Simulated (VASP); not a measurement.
# Cu in VASP: notebook

Cu is run at these levels: PBE; tasks: single point, relaxation of cell and atoms.

Everything below comes from runs of VASP 6.6.1. Logs are shortened: lines on timing, memory, paths and dates and some standing lists are left out, and cuts for length are marked.

## Step 1: The cell of the first run

The structure is tetragonal, space group I4/mmm (No. 139). The conventional cell has a = 2.945 Å, b = 2.945 Å, c = 2.768 Å, α = 90.00°, β = 90.00°, γ = 90.00°. Within 3.3 Å of Cu (site symmetry 4/mmm) lie 14 Cu at 2.50 to 2.95 Å.

## Step 2: Single point, PBE

INCAR

```
ALGO = Normal ; EDIFF = 1E-7
ENCUT = 520 ; GGA = PE
ISIF = 2 ; ISMEAR = 0
LASPH = T ; LCHARG = F
LREAL = F ; LWAVE = F
NBANDS = 12 ; NELM = 100
PREC = Accurate ; SIGMA = 0.1
```

KPOINTS

```
k-points
0
Gamma
  28 28 28
```

POSCAR

```
Cu
1.0
   -1.4726487432      1.4726487432      1.3841228075
    1.4726487432     -1.4726487432      1.3841228075
    1.4726487432      1.4726487432     -1.3841228075
Cu
1
Direct
    0.0000000000      0.0000000000      0.0000000000
```

Potentials or basis: VASP PAW PBE potentials, release 64 (Cu).

On the command line:

```bash
$ cat potpaw_PBE.64/Cu/POTCAR > POTCAR
$ mpirun -np 1 vasp_std > vasp.out
```

OUTCAR:

```text
EDIFF = 1E-7
   ENCUT = 520
   GGA = PE
   ISIF = 2
   ISMEAR = 0
   LASPH = T
   LREAL = F
   NELM = 100
   PREC = Accurate

 ion  position               nearest neighbor table
   1  0.000  0.000  0.000-

  LATTYP: Found a body centered tetragonal cell.
 ALAT       =     2.9452974864
 C/A-ratio  =     0.9398865913

  Lattice vectors:

 A1 = (  -1.4726487432,   1.4726487432,   1.3841228075)
 A2 = (   1.4726487432,  -1.4726487432,   1.3841228075)
 A3 = (   1.4726487432,   1.4726487432,  -1.3841228075)

Analysis of symmetry for initial positions (statically):
=====================================================================
 Subroutine PRICEL returns:
 Original cell was already a primitive cell.

 Routine SETGRP: Setting up the symmetry group for a
 body centered tetragonal supercell.

 Subroutine GETGRP returns: Found 16 space group operations
 (whereof 16 operations were pure point group operations)
 out of a pool of 16 trial point group operations.

The static configuration has the point symmetry D_4h.

Analysis of symmetry for dynamics (positions and initial velocities):
=====================================================================
 Subroutine PRICEL returns:
 Original cell was already a primitive cell.

 Routine SETGRP: Setting up the symmetry group for a
 body centered tetragonal supercell.

 Subroutine GETGRP returns: Found 16 space group operations
 (whereof 16 operations were pure point group operations)
 out of a pool of 16 trial point group operations.

The dynamic configuration has the point symmetry D_4h.

 Subroutine INISYM returns: Found 16 space group operations
 (whereof 16 operations are pure point group operations),
 and found     1 'primitive' translations

----------------------------------------------------------------------------------------

                                     Primitive cell

  volume of cell :      12.0070

  direct lattice vectors                    reciprocal lattice vectors
    -1.472648743  1.472648743  1.384122808     0.000000000  0.339524277  0.361239622
     1.472648743 -1.472648743  1.384122808     0.339524277  0.000000000  0.361239622
     1.472648743  1.472648743 -1.384122808     0.339524277  0.339524277  0.000000000

  length of vectors
     2.500636836  2.500636836  2.500636836     0.495752760  0.495752760  0.480159837

  position of ions in fractional coordinates (direct lattice)
     0.000000000  0.000000000  0.000000000

  ion indices of the primitive-cell ions
   primitive index   ion index
                 1           1

----------------------------------------------------------------------------------------

 KPOINTS: k-points

Automatic generation of k-mesh.
 Grid dimensions read from file:
 generate k-points for:   28   28   28

 Generating k-lattice:

  Cartesian coordinates                     Fractional coordinates (reciprocal lattice)
     0.000000000  0.012125867  0.012901415     0.035714286 -0.000000000  0.000000000
     0.012125867  0.000000000  0.012901415    -0.000000000  0.035714286  0.000000000
     0.012125867  0.012125867  0.000000000     0.000000000  0.000000000  0.035714286

  Length of vectors
     0.017705456  0.017705456  0.017148566

  Shift w.r.t. Gamma in fractional coordinates (k-lattice)
     0.000000000  0.000000000  0.000000000

 Subroutine IBZKPT returns following result:
 ===========================================

 Found   1639 irreducible k-points:

 Following reciprocal coordinates:
            Coordinates               Weight
  0.000000  0.000000  0.000000      1.000000
  0.035714  0.000000 -0.000000      8.000000
  0.071429  0.000000 -0.000000      8.000000
  0.107143  0.000000  0.000000      8.000000
  0.142857  0.000000  0.000000      8.000000
  0.178571 -0.000000  0.000000      8.000000
[... 16 lines left out ...]
  0.285714  0.035714  0.000000     16.000000
  0.321429  0.035714  0.000000     16.000000
 [... further k-points ...]
   k-points           NKPTS =   1639   k-points in BZ     NKDIM =   1639   number of bands    NBANDS=     12
   number of dos      NEDOS =    301   number of ions     NIONS =      1
   total plane-waves  NPLWV =   8000
   dimension x,y,z NGX =    20 NGY =   20 NGZ =   20
   dimension x,y,z NGXF=    40 NGYF=   40 NGZF=   40
   ions per type =               1
   NGX,Y,Z   is equivalent  to a cutoff of  13.30, 13.30, 13.30 a.u.
   NGXF,Y,Z  is equivalent  to a cutoff of  26.59, 26.59, 26.59 a.u.
 SYSTEM =  unknown system
   PREC   = accura    normal or accurate (medium, high low for compatibility)
   ISTART =      0    job   : 0-new  1-cont  2-samecut
   ICHARG =      2    charge: 1-file 2-atom 10-const
   ISPIN  =      1    spin polarized calculation?
   LNONCOLLINEAR =      F non collinear calculations
   LSORBIT =      F    spin-orbit coupling
   LASPH  =      T    aspherical Exc in radial PAW
   ENCUT  =  520.0 eV  38.22 Ry    6.18 a.u.   4.65  4.65  4.65*2*pi/ulx,y,z
   NELM   =    100;   NELMIN=  2; NELMDL= -5     # of ELM steps
   EDIFF  = 0.1E-06   stopping-criterion for ELM
   LREAL  =      F    real-space projection
   EDIFFG = 0.1E-05   stopping-criterion for IOM
   NSW    =      0    number of steps for IOM
   IBRION =     -1    ionic relax: 0-MD 1-quasi-New 2-CG
   NFREE  =      0    steps in history (QN), initial steepest desc. (CG)
   ISIF   =      2    stress and relaxation
   ISYM   =      2    0-nonsym 1-usesym 2-fastsym
   POTIM  = 0.5000    time-step for ionic-motion
   TEBEG  =    0.0;   TEEND  =   0.0 temperature during run
   PSTRESS=    0.0 pullay stress
   NELECT =      11.0000    total number of electrons
   NUPDOWN=      -1.0000    fix difference up-down
   EMIN   =  10.00;   EMAX   =-10.00  energy-range for DOS
   EFERMI =   0.00;   METHOD = LEGACY
   ISMEAR =     0;   SIGMA  =   0.10  broadening in eV -4-tet -1-fermi 0-gaus
   EFERMI_NEDOS =   21; number of points for ismear=-14 and -15
   IALGO  =     38    algorithm
   IMIX   =      4    mixing-type and parameters
     AMIX     =   0.40;   BMIX     =  1.00
     AMIX_MAG =   1.60;   BMIX_MAG =  1.00
  volume/ion in A,a.u.               =      12.01        81.03
  Fermi-wavevector in a.u.,A,eV,Ry     =   1.589991  3.004648 34.396511  2.528072
  Thomas-Fermi vector in A             =   2.688755
   LORBIT       =      0    0 simple, 1 ext, 2 COOP (PROOUT), +10 PAW based schemes
   GGA     = PE    functional components
   LHFCALC =     F    Hartree Fock is set to
   AEXX    =    0.0000 exact exchange contribution
   IVDW    =     0    specifies the selected vdW correction
   LEPSILON=     F    determine dielectric tensor
   LRPA    =     F    only Hartree local field effects (RPA)
 non-spin polarized calculation
 Gauss-broadening in eV      SIGMA  =   0.10
  energy-cutoff  :      520.00
  volume of cell :       12.01
 maximum number of plane-waves:       338
   NGX =  9   NGY =  9   NGZ =  9

 number of electron      10.9999993 magnetization

 Free energy of the ion-electron system (eV)
  ---------------------------------------------------
  ext. energy  EPLUGINS =         0.00000000
  ---------------------------------------------------
  free energy    TOTEN  =        -3.69289710 eV

  energy without entropy =       -3.69079284  energy(sigma->0) =       -3.69184497

 E-fermi :   7.3834     XC(G=0): -12.6311

 val. band max:        7.3825901237   @ k =   0.5000   0.1429   0.1071
 cond. band min:       7.3839230378   @ k =   0.2857   0.1071   0.1071
 fundamental gap:      0.0013329141
 Fermi energy:         7.3833811229

 k-point     1 :       0.0000    0.0000    0.0000
  band No.  band energies     occupation
      1      -1.8378      2.00000
      2       4.1819      2.00000
      3       4.4220      2.00000
      4       4.4220      2.00000
      5       5.1731      2.00000
      6       5.4272      2.00000
      7      31.5801      0.00000
      8      31.5801      0.00000
      9      33.2723      0.00000
     10      35.2859      0.00000
     11      35.2859      0.00000
     12      35.4643      0.00000

 k-point     2 :       0.0357    0.0000   -0.0000
  band No.  band energies     occupation
      1      -1.7879      2.00000
      2       4.1872      2.00000
      3       4.4207      2.00000
      4       4.4255      2.00000
      5       5.1739      2.00000
      6       5.4196      2.00000
      7      31.3137      0.00000
      8      31.4150      0.00000
      9      32.7728      0.00000
     10      34.4815      0.00000
     11      34.6542      0.00000
     12      35.1167      0.00000

 k-point     3 :       0.0714    0.0000   -0.0000
  band No.  band energies     occupation
      1      -1.6390      2.00000
      2       4.1932      2.00000
      3       4.4157      2.00000
      4       4.4459      2.00000
      5       5.1766      2.00000
      6       5.3991      2.00000
      7      30.4351      0.00000
      8      30.9963      0.00000
      9      31.5640      0.00000
     10      33.3963      0.00000
     11      33.9945      0.00000
     12      34.7690      0.00000
[... 286 lines left out ...]
 k-point    23 :       0.2857    0.0357    0.0000
  band No.  band energies     occupation
      1       1.3291      2.00000
      2       3.7961      2.00000
      3       4.3915      2.00000
      4       5.2337      2.00000
      5       5.4139      2.00000
      6       5.4252      2.00000
      7      18.5262      0.00000
      8      25.6275      0.00000
      9      26.1161      0.00000
     10      29.1688      0.00000
     11      31.5253      0.00000
     12      37.1087      0.00000

 k-point    24 :       0.3214    0.0357    0.0000
  band No.  band energies     occupation
      1       1.8177      2.00000
      2       3.7223      2.00000
      3       4.6136      2.00000
      4       5.2557      2.00000
      5       5.4605      2.00000
      6       5.6229      2.00000
      7      16.8462      0.00000
      8      25.0571      0.00000
      9      25.4640      0.00000
     10      28.9101      0.00000
     11      31.3820      0.00000
     12      37.7897      0.00000

 [... further k-points ...]

------------------------ aborting loop because EDIFF is reached ----------------------------------------

  FORCE on cell =-STRESS in cart. coord.  units (eV):
  Direction    XX          YY          ZZ          XY          YZ          ZX
  --------------------------------------------------------------------------------------
  -------------------------------------------------------------------------------------
  Total        0.0430844      0.0430844      0.0452707      0.0000000     -0.0000000      0.0000000
  in kB        5.7490680      5.7490680      6.0408118      0.0000000     -0.0000000      0.0000000
  external PRESSURE =       5.8463159 kB  Pullay stress =       0.0000000 kB

 VOLUME and BASIS-vectors are now :
 -----------------------------------------------------------------------------
  energy-cutoff  :      520.00
  volume of cell :       12.01
      direct lattice vectors                 reciprocal lattice vectors
    -1.472648743  1.472648743  1.384122808     0.000000000  0.339524277  0.361239622
     1.472648743 -1.472648743  1.384122808     0.339524277  0.000000000  0.361239622
     1.472648743  1.472648743 -1.384122808     0.339524277  0.339524277  0.000000000

 POSITION                                       TOTAL-FORCE (eV/Angst)
 -----------------------------------------------------------------------------------
      0.00000      0.00000      0.00000         0.000000      0.000000      0.000000
 -----------------------------------------------------------------------------------
    total drift:                                0.000000     -0.000000      0.000000

  FREE ENERGIE OF THE ION-ELECTRON SYSTEM (eV)
  ---------------------------------------------------
  free  energy   TOTEN  =        -3.6928970954 eV

  energy  without entropy=       -3.6907928425  energy(sigma->0) =       -3.69184497
```

It took 94 s on 1 thread of Intel Xeon 6975P-C (Granite Rapids), shared host; peak memory 0.32 GiB.

What came out:

| Item | Value |
| --- | --- |
| Free energy | -3.6929 eV |
| Pressure | 0.6 GPa |

Levels at points of the mesh, in eV from the Fermi level:
```
           k point  band 4  band 5  band 6  band 7  band 8  band 9
(0.00, 0.00, 0.00)   -2.96   -2.21   -1.96   24.20   24.20   25.89
(0.50, 0.00, 0.00)   -1.85   -1.35   -0.38    4.50   16.80   16.86
(0.50, 0.50, 0.00)   -2.03   -1.38   -0.84    3.83   18.48   18.60
(0.50, 0.50, 0.50)   -1.54   -1.48    7.38    7.38    9.72   12.88
```

## Step 3: Single point, PBE

INCAR

```
SYSTEM = Cu
PREC = Accurate
ENCUT = 520
EDIFF = 1E-6
ISMEAR = 0
SIGMA = 0.1
LREAL = .FALSE.
LASPH = .TRUE.
NELM = 100
ALGO = Normal
ISIF = 2
LWAVE = .FALSE.
LCHARG = .TRUE.
GGA = PE
LELF = .TRUE.
LVHAR = .TRUE.
NBANDS = 12
```

KPOINTS

```
regular mesh
0
G
  26 26 26
  0 0 0
```

POSCAR

```
Cu
1.0
   -1.4422783903      1.4422783903      1.4422783903
    1.4422783903     -1.4422783903      1.4422783903
    1.4422783903      1.4422783903     -1.4422783903
Cu
1
Direct
    0.0000000000      0.0000000000      0.0000000000
```

Potentials or basis: VASP PAW PBE potentials, release 64 (Cu).

On the command line:

```bash
$ cat potpaw_PBE.64/Cu/POTCAR > POTCAR
$ mpirun -np 1 vasp_std > vasp.out
```

Run time: 25 s. Hardware: 1 thread of Intel Xeon 6975P-C (Granite Rapids), shared host; peak memory 0.18 GiB.

Results (log left out):

```
Free energy : -3.6921 eV
Pressure    : 0.6 GPa
```

Levels at points of the mesh, in eV from the Fermi level:
| k point | band 1 | band 2 | band 3 | band 4 | band 5 | band 6 | band 7 | band 8 | band 9 | band 10 |
| --- | --- | --- | --- | --- | --- | --- | --- | --- | --- | --- |
| (0.00, 0.00, 0.00) | -9.23 | -3.06 | -3.06 | -3.06 | -2.07 | -2.07 | 24.90 | 24.90 | 24.90 | 28.07 |
| (0.50, 0.00, 0.00) | -4.94 | -3.75 | -2.11 | -1.97 | -1.36 | -0.55 | 4.26 | 17.35 | 17.36 | 21.16 |
| (0.50, 0.50, 0.50) | -4.54 | -4.54 | -1.52 | -1.52 | -1.52 | 8.13 | 8.13 | 8.13 | 13.47 | 13.47 |

## Step 4: Relaxation of cell and atoms, PBE

INCAR

```
SYSTEM = Cu
ALGO = Normal ; EDIFF = 1E-6
EDIFFG = -0.01 ; ENCUT = 600
GGA = PE ; IBRION = 2
ISIF = 3 ; ISMEAR = 0
LASPH = .True. ; LCHARG = .False.
LREAL = .False. ; LWAVE = .False.
NELM = 60 ; NSW = 100
PREC = Accurate ; SIGMA = 0.1
```

KPOINTS

```
k-points
0
Gamma
  26 26 26
  0 0 0
```

POSCAR

```
Cu
1.0
   -1.4434885610      1.4434885610      1.4434885610
    1.4434885610     -1.4434885610      1.4434885610
    1.4434885610      1.4434885610     -1.4434885610
Cu
1
Direct
    0.0000000000      0.0000000000      0.0000000000
```

On the command line:

```bash
$ cat potpaw_PBE.64/Cu/POTCAR > POTCAR
$ mpirun -np 1 vasp_std > vasp.out
```

Wall time 27 s (1 thread of Intel Xeon 6975P-C (Granite Rapids), shared host); peak memory 0.19 GiB.

Results (log left out):

```yaml
Free_energy: -3.6923 eV
Relaxed_volume: 12.07 Å³/atom
Relaxed_cell: a = 2.503 Å, b = 2.503 Å, c = 2.503 Å, α = 109.47°, β = 109.47°, γ = 109.47°
Space_group_after_relaxing_to_0.05_Å: Im-3m (No. 229)
Energy_gained_by_relaxing: 0.0 meV/atom
Ionic_steps: 2
Pressure_after_relaxing: -0.1 GPa
```

Final structure:
```
Cu
1.0
    -1.44490    1.44490    1.44490
     1.44490   -1.44490    1.44490
     1.44490    1.44490   -1.44490
Cu
1
Direct
  0.00000 0.00000 0.00000
```

Levels at points of the mesh, in eV from the Fermi level:
```tsv
k point	band 2	band 3	band 4	band 5	band 6	band 7	band 8	band 9
(0.00, 0.00, 0.00)	-3.04	-3.04	-3.04	-2.06	-2.06	24.85	24.85	24.85
(0.50, 0.00, 0.00)	-3.73	-2.10	-1.96	-1.35	-0.53	4.23	17.28	17.32
(0.50, 0.50, 0.50)	-4.51	-1.52	-1.52	-1.52	8.10	8.10	8.10	13.43
```

## Step 5: Overview

```csv
task,cell,k mesh,cutoff (eV),gap on the mesh (eV),pressure (GPa)
single point,"a = 2.501 Å, angles 107.8, 107.8, 112.8°, 1 atom",28 × 28 × 28,520,none,0.6
single point,"a = 2.498 Å, angles 109.5°, 1 atom",26 × 26 × 26,520,none,0.6
relaxation of cell and atoms,"relaxed from a = 2.500 Å, angles 109.5°, 1 atom",26 × 26 × 26,600,none,-0.1
```

Alike in all rows: level PBE; potentials or basis VASP PAW PBE potentials, release 64 (Cu); no spin polarisation; smearing gaussian 0.1 eV.

Total energies depend on the potentials used, so only differences within one code and one set of settings carry meaning.
